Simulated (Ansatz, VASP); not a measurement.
Two plane-wave programs on Be16CO

```
Be C O
1.0
     4.52544    0.00000    0.00000
    -2.26272    3.91914    0.00000
     0.00000    0.00000   23.47617
Be C O
16 1 1
Cartesian
  1.1314 0.6532 4.0000
  0.0000 2.6128 4.0000
  3.3941 0.6532 4.0000
  2.2627 2.6128 4.0000
  0.0000 1.3064 5.7834
  -1.1314 3.2660 5.7834
  2.2627 1.3064 5.7834
  1.1314 3.2660 5.7834
  1.1314 0.6532 7.6108
  0.0000 2.6128 7.6108
  3.3941 0.6532 7.6108
  2.2627 2.6128 7.6108
  0.0000 1.3064 9.4762
  -1.1314 3.2660 9.4762
  2.2627 1.3064 9.4762
  1.1314 3.2660 9.4762
  0.0000 1.3064 11.5962
  1.0046 0.7264 11.5962
```

Alike in both runs: task single point; functional PBE; k mesh 6 × 6 × 1; occupations gaussian, width 0.1 eV; no spin polarisation.

|  | VASP | Ansatz |
| --- | --- | --- |
| version | VASP 6.6.1 | Ansatz 0.2.0 |
| potentials or method | VASP PAW PBE potentials, release 64 (Be, C, O), cutoff 520 eV | scalar-relativistic, plane waves, PAW |
| valence electrons in the cell | 42 | 42 |

```tsv
	VASP	Ansatz	Ansatz less VASP
gap on the k mesh at the Fermi level (eV)	none	none	-
rms of the force components (eV/Å)	0.321	0.286	-0.0348
```

Atom by atom the forces differ by 0.155 eV/Å (rms over components). A gap of «none» marks a metal or a gap that the smearing closes. With one functional, cell and mesh, what is left measures potentials, basis and numerics.

Noted on VASP's run: the standard files for N, O and F lose accuracy on very short bonds.
